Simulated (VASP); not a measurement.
Input of a VASP 6.6.1 run:

The input INCAR:

```
PREC = Accurate
ENCUT = 600
EDIFF = 1E-6
ISMEAR = -1
SIGMA = 0.1
LREAL = F
LASPH = T
NELM = 60
ALGO = Normal
ISIF = 3
LWAVE = F
LCHARG = F
GGA = PE
IBRION = 2
NSW = 32
EDIFFG = -0.005
PSTRESS = 470.0
```

KPOINTS

```
Automatic mesh
0
Gamma
  16 16 16
```

File POSCAR:

```
HfC
1.0
    0.0000000000      2.2123731956      2.2123731956
    2.2123731956      0.0000000000      2.2123731956
    2.2123731956      2.2123731956      0.0000000000
Hf C
1 1
Direct
    0.0000000000      0.0000000000      0.0000000000
    0.5000000000      0.5000000000      0.5000000000
```

Potentials or basis: VASP PAW PBE potentials, release 64 (Hf_pv, C).

Run with:

```console
$ cat potpaw_PBE.64/Hf_pv/POTCAR potpaw_PBE.64/C/POTCAR > POTCAR
$ mpirun -np 1 vasp_std > vasp.out
```

Predict the relaxed cell.

a = 3.129 Å, b = 3.129 Å, c = 3.129 Å, α = 60.00°, β = 60.00°, γ = 60.00°.

What does it give for the band gap on the k mesh?

Zero (bands 7 and 8 overlap by 1.51 eV).

What does it give for the space group after relaxing (to 0.1 Å)?

Fm-3m (No. 225).

Final structure:
```
Hf C
1.0
     0.00000    2.21272    2.21272
     2.21272    0.00000    2.21272
     2.21272    2.21272    0.00000
Hf C
1 1
Direct
  0.00000 0.00000 0.00000
  0.50000 0.50000 0.50000
```

Caveat: the cell is relaxed towards a set pressure, so the run minimises the enthalpy, not the energy; spin-orbit coupling is left out, which moves the levels of the heavy elements.
